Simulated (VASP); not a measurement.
# NaSbBr6 (Fm-3m) in VASP: single point with PBE

Aim: the single point of NaSbBr6 with PBE.

Program: VASP 6.6.1. These are calculated values, not measurements. Logs are shortened: lines on timing, memory, paths and dates and some standing lists are left out, and cuts for length are marked.

### Step 1. The cell of the first run

It takes space group Fm-3m (No. 225, cubic). The conventional cell has a = 10.329 Å, b = 10.329 Å, c = 10.329 Å, α = 90.00°, β = 90.00°, γ = 90.00°. Within 3.1 Å of Sb (site symmetry m-3m) lie 6 Br at 2.33 Å. Na (site symmetry m-3m) has 6 Br at 2.83 Å within 3.7 Å. Within 3.1 Å of Br (site symmetry 4mm) lie 1 Sb at 2.33 Å and 1 Na at 2.83 Å.

### Step 2. Single point, PBE

File INCAR:

```
  PREC = Accurate
  ENCUT = 520
  EDIFF = 1E-7
  ISMEAR = -1
  SIGMA = 0.1
  LREAL = False
  LASPH = True
  NELM = 100
  ALGO = Normal
  ISIF = 2
  LWAVE = False
  LCHARG = True
  GGA = PE
  LELF = True
  LVHAR = True
  NBANDS = 37
```

File KPOINTS:

```
Automatic mesh
0
Gamma
  5 5 5
```

File POSCAR:

```
NaSbBr6
1.0
    0.0000000000      5.1646710000      5.1646710000
    5.1646710000      0.0000000000      5.1646710000
    5.1646710000      5.1646710000      0.0000000000
Sb Na Br
1 1 6
Direct
    0.0000000000      0.0000000000      0.0000000000
    0.5000000000      0.5000000000      0.5000000000
    0.7740000000      0.2260000000      0.2260000000
    0.2260000000      0.7740000000      0.2260000000
    0.2260000000      0.7740000000      0.7740000000
    0.7740000000      0.2260000000      0.7740000000
    0.2260000000      0.2260000000      0.7740000000
    0.7740000000      0.7740000000      0.2260000000
```

Potentials or basis: VASP PAW PBE potentials, release 64 (Sb, Na_pv, Br).

Started as:

```
$ cat potpaw_PBE.64/Sb/POTCAR potpaw_PBE.64/Na_pv/POTCAR potpaw_PBE.64/Br/POTCAR > POTCAR
$ mpirun -np 1 vasp_std > vasp.out
```

OUTCAR:

```text
PREC = Accurate
   ENCUT = 520
   EDIFF = 1E-7
   ISMEAR = -1
   LREAL = False
   LASPH = True
   NELM = 100
   ISIF = 2
   GGA = PE

 ion  position               nearest neighbor table
   1  0.000  0.000  0.000-   3 2.33   4 2.33   5 2.33   6 2.33   7 2.33   8 2.33
   2  0.500  0.500  0.500-
   3  0.774  0.226  0.226-   1 2.33
   4  0.226  0.774  0.226-   1 2.33
   5  0.226  0.774  0.774-   1 2.33
   6  0.774  0.226  0.774-   1 2.33
   7  0.226  0.226  0.774-   1 2.33
   8  0.774  0.774  0.226-   1 2.33

  LATTYP: Found a face centered cubic cell.
 ALAT       =    10.3293420000

  Lattice vectors:

 A1 = (   0.0000000000,   5.1646710000,   5.1646710000)
 A2 = (   5.1646710000,   0.0000000000,   5.1646710000)
 A3 = (   5.1646710000,   5.1646710000,   0.0000000000)

Analysis of symmetry for initial positions (statically):
=====================================================================
 Subroutine PRICEL returns:
 Original cell was already a primitive cell.

 Routine SETGRP: Setting up the symmetry group for a
 face centered cubic supercell.

 Subroutine GETGRP returns: Found 48 space group operations
 (whereof 48 operations were pure point group operations)
 out of a pool of 48 trial point group operations.

The static configuration has the point symmetry O_h .

Analysis of symmetry for dynamics (positions and initial velocities):
=====================================================================
 Subroutine PRICEL returns:
 Original cell was already a primitive cell.

 Routine SETGRP: Setting up the symmetry group for a
 face centered cubic supercell.

 Subroutine GETGRP returns: Found 48 space group operations
 (whereof 48 operations were pure point group operations)
 out of a pool of 48 trial point group operations.

The dynamic configuration has the point symmetry O_h .

 Subroutine INISYM returns: Found 48 space group operations
 (whereof 48 operations are pure point group operations),
 and found     1 'primitive' translations

----------------------------------------------------------------------------------------

                                     Primitive cell

  volume of cell :     275.5231

  direct lattice vectors                    reciprocal lattice vectors
     0.000000000  5.164671000  5.164671000    -0.096811588  0.096811588  0.096811588
     5.164671000  0.000000000  5.164671000     0.096811588 -0.096811588  0.096811588
     5.164671000  5.164671000  0.000000000     0.096811588  0.096811588 -0.096811588

  length of vectors
     7.303947773  7.303947773  7.303947773     0.167682589  0.167682589  0.167682589

  position of ions in fractional coordinates (direct lattice)
     0.000000000  0.000000000  0.000000000
     0.500000000  0.500000000  0.500000000
     0.774000000  0.226000000  0.226000000
     0.226000000  0.774000000  0.226000000
     0.226000000  0.774000000  0.774000000
     0.774000000  0.226000000  0.774000000
     0.226000000  0.226000000  0.774000000
     0.774000000  0.774000000  0.226000000

  ion indices of the primitive-cell ions
   primitive index   ion index
                 1           1
                 2           2
                 3           3
                 4           4
                 5           5
                 6           6
                 7           7
                 8           8

----------------------------------------------------------------------------------------

 KPOINTS: Automatic mesh

Automatic generation of k-mesh.
 Grid dimensions read from file:
 generate k-points for:    5    5    5

 Generating k-lattice:

  Cartesian coordinates                     Fractional coordinates (reciprocal lattice)
    -0.019362318  0.019362318  0.019362318     0.200000000  0.000000000  0.000000000
     0.019362318 -0.019362318  0.019362318     0.000000000  0.200000000  0.000000000
     0.019362318  0.019362318 -0.019362318     0.000000000  0.000000000  0.200000000

  Length of vectors
     0.033536518  0.033536518  0.033536518

  Shift w.r.t. Gamma in fractional coordinates (k-lattice)
     0.000000000  0.000000000  0.000000000

 Subroutine IBZKPT returns following result:
 ===========================================

 Found     10 irreducible k-points:

 Following reciprocal coordinates:
            Coordinates               Weight
  0.000000  0.000000  0.000000      1.000000
  0.200000  0.000000  0.000000      8.000000
  0.400000  0.000000  0.000000      8.000000
  0.200000  0.200000  0.000000      6.000000
  0.400000  0.200000  0.000000     24.000000
 -0.400000  0.200000  0.000000     24.000000
 -0.200000  0.200000  0.000000     12.000000
  0.400000  0.400000  0.000000      6.000000
 -0.400000  0.400000  0.000000     12.000000
 -0.400000  0.400000  0.200000     24.000000
   k-points           NKPTS =     10   k-points in BZ     NKDIM =     10   number of bands    NBANDS=     37
   number of dos      NEDOS =    301   number of ions     NIONS =      8
   total plane-waves  NPLWV = 157464
   dimension x,y,z NGX =    54 NGY =   54 NGZ =   54
   dimension x,y,z NGXF=   108 NGYF=  108 NGZF=  108
   ions per type =               1   1   6
   NGX,Y,Z   is equivalent  to a cutoff of  12.29, 12.29, 12.29 a.u.
   NGXF,Y,Z  is equivalent  to a cutoff of  24.58, 24.58, 24.58 a.u.
 SYSTEM =  unknown system
   PREC   = accura    normal or accurate (medium, high low for compatibility)
   ISTART =      0    job   : 0-new  1-cont  2-samecut
   ICHARG =      2    charge: 1-file 2-atom 10-const
   ISPIN  =      1    spin polarized calculation?
   LNONCOLLINEAR =      F non collinear calculations
   LSORBIT =      F    spin-orbit coupling
   LASPH  =      T    aspherical Exc in radial PAW
   ENCUT  =  520.0 eV  38.22 Ry    6.18 a.u.  13.58 13.58 13.58*2*pi/ulx,y,z
   NELM   =    100;   NELMIN=  2; NELMDL= -5     # of ELM steps
   EDIFF  = 0.1E-06   stopping-criterion for ELM
   LREAL  =      F    real-space projection
   EDIFFG = 0.1E-05   stopping-criterion for IOM
   NSW    =      0    number of steps for IOM
   IBRION =     -1    ionic relax: 0-MD 1-quasi-New 2-CG
   NFREE  =      0    steps in history (QN), initial steepest desc. (CG)
   ISIF   =      2    stress and relaxation
   ISYM   =      2    0-nonsym 1-usesym 2-fastsym
   POTIM  = 0.5000    time-step for ionic-motion
   TEBEG  =    0.0;   TEEND  =   0.0 temperature during run
   PSTRESS=    0.0 pullay stress
   NELECT =      54.0000    total number of electrons
   NUPDOWN=      -1.0000    fix difference up-down
   EMIN   =  10.00;   EMAX   =-10.00  energy-range for DOS
   EFERMI =   0.00;   METHOD = LEGACY
   ISMEAR =    -1;   SIGMA  =   0.10  broadening in eV -4-tet -1-fermi 0-gaus
   EFERMI_NEDOS =   21; number of points for ismear=-14 and -15
   IALGO  =     38    algorithm
   IMIX   =      4    mixing-type and parameters
     AMIX     =   0.40;   BMIX     =  1.00
     AMIX_MAG =   1.60;   BMIX_MAG =  1.00
  volume/ion in A,a.u.               =      34.44       232.42
  Fermi-wavevector in a.u.,A,eV,Ry     =   0.950941  1.797017 12.303587  0.904288
  Thomas-Fermi vector in A             =   2.079364
   LORBIT       =      0    0 simple, 1 ext, 2 COOP (PROOUT), +10 PAW based schemes
   GGA     = PE    functional components
   LHFCALC =     F    Hartree Fock is set to
   AEXX    =    0.0000 exact exchange contribution
   IVDW    =     0    specifies the selected vdW correction
   LEPSILON=     F    determine dielectric tensor
   LRPA    =     F    only Hartree local field effects (RPA)
 non-spin polarized calculation
  energy-cutoff  :      520.00
  volume of cell :      275.52
 maximum number of plane-waves:      7450
 NGX is ok and might be reduce to    54
   NGX = 27   NGY = 27   NGZ = 27

 number of electron      53.9999996 magnetization

 Free energy of the ion-electron system (eV)
  ---------------------------------------------------
  ext. energy  EPLUGINS =         0.00000000
  ---------------------------------------------------
  free energy    TOTEN  =       -16.79053358 eV

  energy without entropy =      -16.78944160  energy(sigma->0) =      -16.78998759

 E-fermi :   0.4740     XC(G=0):  -7.2767

 val. band max:       -0.2118658075   @ k =   0.0000   0.0000   0.0000
 cond. band min:       0.7850044644   @ k =   0.0000   0.0000   0.0000
 fundamental gap:      0.9968702719
 Fermi energy:         0.4740006710

 k-point     1 :       0.0000    0.0000    0.0000
  band No.  band energies     occupation
      1     -23.4211      2.00000
      2     -23.4211      2.00000
      3     -23.4211      2.00000
      4     -16.5471      2.00000
      5     -14.6101      2.00000
      6     -14.6101      2.00000
[... 29 lines left out ...]
     36       6.7591      0.00000
     37       8.0030      0.00000

 k-point     2 :       0.2000    0.0000    0.0000
  band No.  band energies     occupation
      1     -23.4211      2.00000
      2     -23.4211      2.00000
      3     -23.4211      2.00000
      4     -16.5335      2.00000
      5     -14.6446      2.00000
      6     -14.6017      2.00000
[... 29 lines left out ...]
     36       7.0323      0.00000
     37       8.2246      0.00000

 k-point     3 :       0.4000    0.0000    0.0000
  band No.  band energies     occupation
      1     -23.4211      2.00000
      2     -23.4211      2.00000
      3     -23.4211      2.00000
      4     -16.5108      2.00000
      5     -14.7004      2.00000
      6     -14.5874      2.00000
[... 29 lines left out ...]
     36       7.4540      0.00000
     37       8.0129      0.00000
[... 201 lines left out ...]
 k-point     9 :      -0.4000    0.4000    0.0000
  band No.  band energies     occupation
      1     -23.4211      2.00000
      2     -23.4211      2.00000
      3     -23.4211      2.00000
      4     -16.4978      2.00000
      5     -14.6398      2.00000
      6     -14.6261      2.00000
[... 29 lines left out ...]
     36       7.9962      0.00000
     37       8.0925      0.00000

 k-point    10 :      -0.4000    0.4000    0.2000
  band No.  band energies     occupation
      1     -23.4211      2.00000
      2     -23.4211      2.00000
      3     -23.4211      2.00000
      4     -16.4997      2.00000
      5     -14.6533      2.00000
      6     -14.6211      2.00000
[... 29 lines left out ...]
     36       7.8904      0.00000
     37       8.2904      0.00000

------------------------ aborting loop because EDIFF is reached ----------------------------------------

  FORCE on cell =-STRESS in cart. coord.  units (eV):
  Direction    XX          YY          ZZ          XY          YZ          ZX
  --------------------------------------------------------------------------------------
  -------------------------------------------------------------------------------------
  Total       22.9136954     22.9136954     22.9136954      0.0000000     -0.0000000      0.0000000
  in kB      133.2440235    133.2440235    133.2440235      0.0000000     -0.0000000      0.0000000
  external PRESSURE =     133.2440235 kB  Pullay stress =       0.0000000 kB

 VOLUME and BASIS-vectors are now :
 -----------------------------------------------------------------------------
  energy-cutoff  :      520.00
  volume of cell :      275.52
      direct lattice vectors                 reciprocal lattice vectors
     0.000000000  5.164671000  5.164671000    -0.096811588  0.096811588  0.096811588
     5.164671000  0.000000000  5.164671000     0.096811588 -0.096811588  0.096811588
     5.164671000  5.164671000  0.000000000     0.096811588  0.096811588 -0.096811588

 POSITION                                       TOTAL-FORCE (eV/Angst)
 -----------------------------------------------------------------------------------
      0.00000      0.00000      0.00000        -0.000000     -0.000000     -0.000000
      5.16467      5.16467      5.16467         0.000000     -0.000000     -0.000000
      2.33443      5.16467      5.16467         4.151644     -0.000000     -0.000000
      5.16467      2.33443      5.16467        -0.000000      4.151644     -0.000000
      7.99491      5.16467      5.16467        -4.151644     -0.000000     -0.000000
      5.16467      7.99491      5.16467        -0.000000     -4.151644     -0.000000
      5.16467      5.16467      2.33443        -0.000000     -0.000000      4.151644
      5.16467      5.16467      7.99491        -0.000000     -0.000000     -4.151644
 -----------------------------------------------------------------------------------
    total drift:                               -0.000000     -0.000000     -0.000000

  FREE ENERGIE OF THE ION-ELECTRON SYSTEM (eV)
  ---------------------------------------------------
  free  energy   TOTEN  =       -16.7905335804 eV

  energy  without entropy=      -16.7894415965  energy(sigma->0) =      -16.78998759
```

It took 3.1 min on 1 thread of Oxide Virtual Turin-like, shared host; peak memory 0.41 GiB.

What came out:

| Property | Result |
| --- | --- |
| Free energy | -16.7905 eV |
| Pressure | 13.3 GPa |
| Largest force | 4.152 eV/Å |
| Band gap on the k mesh | 1.00 eV, direct |

Forces on the atoms (eV/Å):
```
Sb   0.000  0.000  0.000
Na   0.000  0.000  0.000
Br   4.152  0.000  0.000
Br   0.000  4.152  0.000
Br  -4.152  0.000  0.000
Br   0.000 -4.152  0.000
Br   0.000  0.000  4.152
Br   0.000  0.000 -4.152
```

Levels at points of the mesh, in eV from the valence-band top:
| k point | band 23 | band 24 | band 25 | band 26 | band 27 | band 28 | band 29 | band 30 | band 31 | band 32 |
| --- | --- | --- | --- | --- | --- | --- | --- | --- | --- | --- |
| (0.00, 0.00, 0.00) | -1.03 | -1.03 | 0.00 | 0.00 | 0.00 | 1.00 | 4.95 | 4.95 | 4.95 | 5.37 |

Caveat: spin-orbit coupling is left out, which moves the levels of the heavy elements; forces of over 1 eV/Å act on the atoms, so gaps and moduli don't describe the material at rest. PBE gaps usually lie below the measured ones, often by a third to a half.
